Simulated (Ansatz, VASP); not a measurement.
## One calculation of In3SbAs2, two programs

```
In Sb As
1.0
     6.55515    0.00000    0.10317
     0.00000    3.00727    0.00000
    -2.90179    0.00000    7.75008
In Sb As
3 1 2
Direct
  0.65429 0.04176 0.68629
  0.34571 0.04176 0.31371
  0.00000 0.54265 0.00000
  0.00000 0.04138 0.50000
  0.67127 0.04123 0.15563
  0.32873 0.04123 0.84437
```

Alike in both runs: task single point; functional PBE; k mesh 6 × 12 × 6; occupations gaussian, width 0.1 eV; no spin polarisation.

```csv
,VASP,Ansatz
version,VASP 6.6.1,Ansatz 0.2.0
potentials or method,"VASP PAW PBE potentials, release 64 (In_d, Sb, As), cutoff 520 eV","scalar-relativistic, plane waves, PAW"
valence electrons in the cell,54,84
```

```csv
,VASP,Ansatz,Ansatz less VASP
gap on the k mesh at the Fermi level (eV),none,none,-
pressure (GPa),0.0,0.0,0.00
rms of the force components (eV/Å),0.004,0.002,-0.0017
```

Atom by atom the forces differ by 0.002 eV/Å (rms over components). A gap of «none» marks a metal or a gap that the smearing closes. VASP's potentials hold 54 valence electrons a cell and Ansatz's 84, so a difference there can come from the potentials and not from the codes.

Neither program's run includes spin-orbit coupling.
